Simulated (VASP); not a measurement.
# InSb (Cmcm) in VASP: a series of runs, part 2 of 2

VASP 6.6.1.

**4. Single point, PBE**

Contents of INCAR:

```
  PREC = Accurate
  ENCUT = 520
  EDIFF = 1E-6
  ISMEAR = -1
  SIGMA = 0.01
  LREAL = False
  LASPH = True
  NELM = 100
  ALGO = Normal
  ISIF = 2
  LWAVE = False
  LCHARG = False
  GGA = PE
  NBANDS = 26
```

Contents of KPOINTS:

```
Automatic mesh
0
Gamma
  10 10 8
```

Contents of POSCAR:

```
InSb
1.0
    3.0633140000     -3.0813730000      0.0000000000
    3.0633140000      3.0813730000      0.0000000000
    0.0000000000      0.0000000000      6.1268940000
In Sb
2 2
Direct
    0.2794110000      0.7205890000      0.2500000000
    0.7205890000      0.2794110000      0.7500000000
    0.7772050000      0.2227950000      0.2500000000
    0.2227950000      0.7772050000      0.7500000000
```

Potentials or basis: VASP PAW PBE potentials, release 64 (In_d, Sb).

Launch:

```sh
cat potpaw_PBE.64/In_d/POTCAR potpaw_PBE.64/Sb/POTCAR > POTCAR
mpirun -np 1 vasp_std > vasp.out
```

OUTCAR:

```text
PREC = Accurate
   ENCUT = 520
   EDIFF = 1E-6
   ISMEAR = -1
   LREAL = False
   LASPH = True
   NELM = 100
   ISIF = 2
   GGA = PE

 ion  position               nearest neighbor table
   1  0.279  0.721  0.250-   3 3.06   3 3.06   3 3.07   4 3.08   4 3.08   3 3.09
   2  0.721  0.279  0.750-   4 3.06   4 3.06   4 3.07   3 3.08   3 3.08   4 3.09
   3  0.777  0.223  0.250-   1 3.06   1 3.06   1 3.07   2 3.08   2 3.08   1 3.09
   4  0.223  0.777  0.750-   2 3.06   2 3.06   2 3.07   1 3.08   1 3.08   2 3.09

  LATTYP: Found a base centered orthorhombic cell.
 ALAT       =     6.1266280000
 B/A-ratio  =     1.0058952494
 C/A-ratio  =     1.0000434170

  Lattice vectors:

 A1 = (   3.0633140000,  -3.0813730000,   0.0000000000)
 A2 = (   3.0633140000,   3.0813730000,   0.0000000000)
 A3 = (   0.0000000000,   0.0000000000,   6.1268940000)

Analysis of symmetry for initial positions (statically):
=====================================================================
 Subroutine PRICEL returns:
 Original cell was already a primitive cell.

 Routine SETGRP: Setting up the symmetry group for a
 base centered orthorhombic supercell.

 Subroutine GETGRP returns: Found  8 space group operations
 (whereof  4 operations were pure point group operations)
 out of a pool of  8 trial point group operations.

The static configuration has the point symmetry C_2h.
 The point group associated with its full space group is D_2h.

Analysis of symmetry for dynamics (positions and initial velocities):
=====================================================================
 Subroutine PRICEL returns:
 Original cell was already a primitive cell.

 Routine SETGRP: Setting up the symmetry group for a
 base centered orthorhombic supercell.

 Subroutine GETGRP returns: Found  8 space group operations
 (whereof  4 operations were pure point group operations)
 out of a pool of  8 trial point group operations.

The dynamic configuration has the point symmetry C_2h.
 The point group associated with its full space group is D_2h.

 Subroutine INISYM returns: Found  8 space group operations
 (whereof  4 operations are pure point group operations),
 and found     1 'primitive' translations

----------------------------------------------------------------------------------------

                                     Primitive cell

  volume of cell :     115.6661

  direct lattice vectors                    reciprocal lattice vectors
     3.063314000 -3.081373000  0.000000000     0.163221922 -0.162265328  0.000000000
     3.063314000  3.081373000  0.000000000     0.163221922  0.162265328  0.000000000
     0.000000000  0.000000000  6.126894000     0.000000000  0.000000000  0.163214836

  length of vectors
     4.344968611  4.344968611  6.126894000     0.230155236  0.230155236  0.163214836

  position of ions in fractional coordinates (direct lattice)
     0.279411000  0.720589000  0.250000000
     0.720589000  0.279411000  0.750000000
     0.777205000  0.222795000  0.250000000
     0.222795000  0.777205000  0.750000000

  ion indices of the primitive-cell ions
   primitive index   ion index
                 1           1
                 2           2
[... 23 lines left out ...]

 Subroutine IBZKPT returns following result:
 ===========================================

 Found    155 irreducible k-points:

 Following reciprocal coordinates:
            Coordinates               Weight
  0.000000  0.000000  0.000000      1.000000
  0.100000 -0.000000  0.000000      4.000000
  0.200000 -0.000000  0.000000      4.000000
  0.300000  0.000000  0.000000      4.000000
  0.400000 -0.000000  0.000000      4.000000
  0.500000 -0.000000  0.000000      2.000000
[... 16 lines left out ...]
  0.300000  0.300000  0.000000      2.000000
  0.400000  0.300000  0.000000      4.000000
 [... further k-points ...]
   k-points           NKPTS =    155   k-points in BZ     NKDIM =    155   number of bands    NBANDS=     26
   number of dos      NEDOS =    301   number of ions     NIONS =      4
   total plane-waves  NPLWV =  49152
   dimension x,y,z NGX =    32 NGY =   32 NGZ =   48
   dimension x,y,z NGXF=    64 NGYF=   64 NGZF=   96
   ions per type =               2   2
   NGX,Y,Z   is equivalent  to a cutoff of  12.24, 12.24, 13.02 a.u.
   NGXF,Y,Z  is equivalent  to a cutoff of  24.49, 24.49, 26.05 a.u.
 SYSTEM =  unknown system
   PREC   = accura    normal or accurate (medium, high low for compatibility)
   ISTART =      0    job   : 0-new  1-cont  2-samecut
   ICHARG =      2    charge: 1-file 2-atom 10-const
   ISPIN  =      1    spin polarized calculation?
   LNONCOLLINEAR =      F non collinear calculations
   LSORBIT =      F    spin-orbit coupling
   LASPH  =      T    aspherical Exc in radial PAW
   ENCUT  =  520.0 eV  38.22 Ry    6.18 a.u.   8.08  8.08 11.39*2*pi/ulx,y,z
   NELM   =    100;   NELMIN=  2; NELMDL= -5     # of ELM steps
   EDIFF  = 0.1E-05   stopping-criterion for ELM
   LREAL  =      F    real-space projection
   EDIFFG = 0.1E-04   stopping-criterion for IOM
   NSW    =      0    number of steps for IOM
   IBRION =     -1    ionic relax: 0-MD 1-quasi-New 2-CG
   NFREE  =      0    steps in history (QN), initial steepest desc. (CG)
   ISIF   =      2    stress and relaxation
   ISYM   =      2    0-nonsym 1-usesym 2-fastsym
   POTIM  = 0.5000    time-step for ionic-motion
   TEBEG  =    0.0;   TEEND  =   0.0 temperature during run
   PSTRESS=    0.0 pullay stress
   NELECT =      36.0000    total number of electrons
   NUPDOWN=      -1.0000    fix difference up-down
   EMIN   =  10.00;   EMAX   =-10.00  energy-range for DOS
   EFERMI =   0.00;   METHOD = LEGACY
   ISMEAR =    -1;   SIGMA  =   0.01  broadening in eV -4-tet -1-fermi 0-gaus
   EFERMI_NEDOS =   21; number of points for ismear=-14 and -15
   IALGO  =     38    algorithm
   IMIX   =      4    mixing-type and parameters
     AMIX     =   0.40;   BMIX     =  1.00
     AMIX_MAG =   1.60;   BMIX_MAG =  1.00
  volume/ion in A,a.u.               =      28.92       195.14
  Fermi-wavevector in a.u.,A,eV,Ry     =   1.109448  2.096553 16.747069  1.230875
  Thomas-Fermi vector in A             =   2.245988
   LORBIT       =      0    0 simple, 1 ext, 2 COOP (PROOUT), +10 PAW based schemes
   GGA     = PE    functional components
   LHFCALC =     F    Hartree Fock is set to
   AEXX    =    0.0000 exact exchange contribution
   IVDW    =     0    specifies the selected vdW correction
   LEPSILON=     F    determine dielectric tensor
   LRPA    =     F    only Hartree local field effects (RPA)
 non-spin polarized calculation
  energy-cutoff  :      520.00
  volume of cell :      115.67
 maximum number of plane-waves:      3156
   NGX = 17   NGY = 17   NGZ = 23

 number of electron      35.9999988 magnetization

 Free energy of the ion-electron system (eV)
  ---------------------------------------------------
  ext. energy  EPLUGINS =         0.00000000
  ---------------------------------------------------
  free energy    TOTEN  =       -13.31653661 eV

  energy without entropy =      -13.31539939  energy(sigma->0) =      -13.31596800

 E-fermi :   6.6493     XC(G=0):  -9.7321

 val. band max:        6.6408207978   @ k =  -0.3000   0.2000   0.5000
 cond. band min:       6.6502519401   @ k =  -0.3000   0.2000   0.3750
 fundamental gap:      0.0094311423
 Fermi energy:         6.6493224567

 k-point     1 :       0.0000    0.0000    0.0000
  band No.  band energies     occupation
      1      -7.8996      2.00000
      2      -7.7779      2.00000
      3      -7.7735      2.00000
      4      -7.7653      2.00000
      5      -7.7574      2.00000
      6      -7.7554      2.00000
[... 685 lines left out ...]
     25      14.1076      0.00000
     26      14.2418      0.00000

 [... further k-points ...]

------------------------ aborting loop because EDIFF is reached ----------------------------------------

  FORCE on cell =-STRESS in cart. coord.  units (eV):
  Direction    XX          YY          ZZ          XY          YZ          ZX
  --------------------------------------------------------------------------------------
  -------------------------------------------------------------------------------------
  Total        0.1178229      0.1324770     -0.1405879      0.0000000     -0.0000000      0.0000000
  in kB        1.6320524      1.8350368     -1.9473871      0.0000000     -0.0000000      0.0000000
  external PRESSURE =       0.5065674 kB  Pullay stress =       0.0000000 kB

 VOLUME and BASIS-vectors are now :
 -----------------------------------------------------------------------------
  energy-cutoff  :      520.00
  volume of cell :      115.67
      direct lattice vectors                 reciprocal lattice vectors
     3.063314000 -3.081373000  0.000000000     0.163221922 -0.162265328  0.000000000
     3.063314000  3.081373000  0.000000000     0.163221922  0.162265328  0.000000000
     0.000000000  0.000000000  6.126894000     0.000000000  0.000000000  0.163214836

 POSITION                                       TOTAL-FORCE (eV/Angst)
 -----------------------------------------------------------------------------------
      3.06331      1.35943      1.53172         0.000000     -0.006146     -0.000000
      3.06331     -1.35943      4.59517         0.000000      0.006146      0.000000
      3.06331     -1.70834      1.53172         0.000000      0.000372      0.000000
      3.06331      1.70834      4.59517         0.000000     -0.000372      0.000000
 -----------------------------------------------------------------------------------
    total drift:                               -0.000000     -0.000000     -0.000000

  FREE ENERGIE OF THE ION-ELECTRON SYSTEM (eV)
  ---------------------------------------------------
  free  energy   TOTEN  =       -13.3165366144 eV

  energy  without entropy=      -13.3153993912  energy(sigma->0) =      -13.31596800
```

OSZICAR:

```text
N       E                     dE             d eps       ncg     rms          rms(c)
DAV:   1     0.285718333738E+03    0.28572E+03   -0.15943E+04  8060   0.148E+03
DAV:   2     0.108153612798E+02   -0.27490E+03   -0.26835E+03  8382   0.361E+02
DAV:   3    -0.125643678791E+02   -0.23380E+02   -0.22962E+02 10236   0.119E+02
DAV:   4    -0.133782438211E+02   -0.81388E+00   -0.81012E+00  9498   0.240E+01
DAV:   5    -0.134195480068E+02   -0.41304E-01   -0.41298E-01 12922   0.507E+00    0.458E+00
DAV:   6    -0.133166481068E+02    0.10290E+00   -0.24876E-01 11042   0.639E+00    0.249E+00
DAV:   7    -0.133164560897E+02    0.19202E-03   -0.75476E-02 11260   0.234E+00    0.643E-01
DAV:   8    -0.133162605850E+02    0.19550E-03   -0.79948E-03  9952   0.986E-01    0.237E-01
DAV:   9    -0.133165188783E+02   -0.25829E-03   -0.76692E-04 11532   0.224E-01    0.718E-02
DAV:  10    -0.133165271026E+02   -0.82243E-05   -0.35863E-05 11924   0.518E-02    0.349E-02
DAV:  11    -0.133165356984E+02   -0.85958E-05   -0.13922E-05  8664   0.296E-02    0.183E-02
DAV:  12    -0.133165366144E+02   -0.91598E-06   -0.29746E-07  5676   0.462E-03
   1 F= -.13316537E+02 E0= -.13315968E+02  d E =-.113722E-02
```

stdout:

```text
POSCAR found type information on POSCAR InSb
 POSCAR found :  2 types and       4 ions
 scaLAPACK will be used
 LDA part: xc-table for (Slater+PW92), standard interpolation
 POSCAR, INCAR and KPOINTS ok, starting setup
 FFT: planning ... GRIDC
 FFT: planning ... GRID_SOFT
 FFT: planning ... GRID
 WAVECAR not read
 entering main loop
```

Wall time 2.4 min (1 thread of Intel Xeon 6975P-C (Granite Rapids), shared host); peak memory 0.51 GiB.

What came out:

| Quantity | Value |
| --- | --- |
| Free energy | -13.3165 eV |
| Pressure | 0.1 GPa |
| Largest force | 0.006 eV/Å |
| Band gap on the k mesh | zero (band 18 reaches 7.21 eV, above the bottom of band 19 at 4.56 eV) |

Forces in eV/Å, atoms in the order of the input:
```
In   0.000 -0.006  0.000
In   0.000  0.006  0.000
Sb   0.000  0.000  0.000
Sb   0.000  0.000  0.000
```

Caveat: spin-orbit coupling is left out, which moves the levels of the heavy elements.

**5. Single point, PBE**

Contents of INCAR:

```
SYSTEM = InSb
PREC = Accurate
ENCUT = 520
EDIFF = 1E-6
ISMEAR = -1
SIGMA = 0.2
LREAL = .False.
LASPH = .True.
NELM = 100
ALGO = Normal
ISIF = 2
LWAVE = .False.
LCHARG = .True.
GGA = PE
LELF = .True.
LVHAR = .True.
NBANDS = 26
```

Contents of KPOINTS:

```
regular mesh
0
Gamma
  10 10 8
  0 0 0
```

POSCAR is that of step 4.

Launch:

```sh
cat potpaw_PBE.64/In_d/POTCAR potpaw_PBE.64/Sb/POTCAR > POTCAR
mpirun -np 1 vasp_std > vasp.out
```

It took 2.1 min on 1 thread of Intel Xeon 6975P-C (Granite Rapids), shared host; peak memory 0.52 GiB.

The run converged. Its results:

* Free energy: -13.4808 eV
* Pressure: 0.3 GPa
* Largest force: 0.029 eV/Å
* Band gap on the k mesh: zero (band 18 reaches 7.21 eV, above the bottom of band 19 at 4.56 eV)

Forces on the atoms (eV/Å):
```
In   0.000 -0.007  0.000
In   0.000  0.007  0.000
Sb   0.000  0.029  0.000
Sb   0.000 -0.029  0.000
```

Stress tensor (GPa, compression positive):
```
0.47 0.00 0.00
0.00 0.41 0.00
0.00 0.00 0.05
```

Levels at points of the mesh, in eV from the Fermi level:
```
           k point  band 16  band 17  band 18  band 19  band 20  band 21
(0.00, 0.00, 0.00)    -2.11    -0.48    -0.17    -0.02     0.03     3.30
(0.50, 0.00, 0.00)    -2.50    -0.11     0.10     1.36     1.39     3.18
(0.50, 0.50, 0.00)    -3.28    -2.11    -2.10    -2.09    -2.05     2.96
(0.00, 0.00, 0.50)    -1.28    -1.28    -1.28     0.18     0.18     4.04
(0.50, 0.00, 0.50)     0.27     0.29     0.29     2.16     2.16     2.45
(0.50, 0.50, 0.50)    -3.55    -3.50    -3.50     1.88     1.88     3.35
```

Caveat: spin-orbit coupling is left out, which moves the levels of the heavy elements.

**6. Summary**

```tsv
smearing	gap on the mesh (eV)	pressure (GPa)	largest force (eV/Å)
gaussian 0.1 eV	none	0.1	0.01
gaussian 0.02 eV	none	0.1	0.01
fermi-dirac 0.01 eV	none	0.1	0.01
fermi-dirac 0.2 eV	none	0.3	0.03
```

Alike in all rows: task single point; level PBE; potentials or basis VASP PAW PBE potentials, release 64 (In_d, Sb); no spin polarisation; cell as given; k mesh 10 × 10 × 8; cutoff (eV) 520.

Every run on the cell as given and a fine mesh finds a metal.

Caveats: spin-orbit coupling is left out, which moves the levels of the heavy elements.

Total energies depend on the potentials used, so only differences within one code and one set of settings carry meaning.
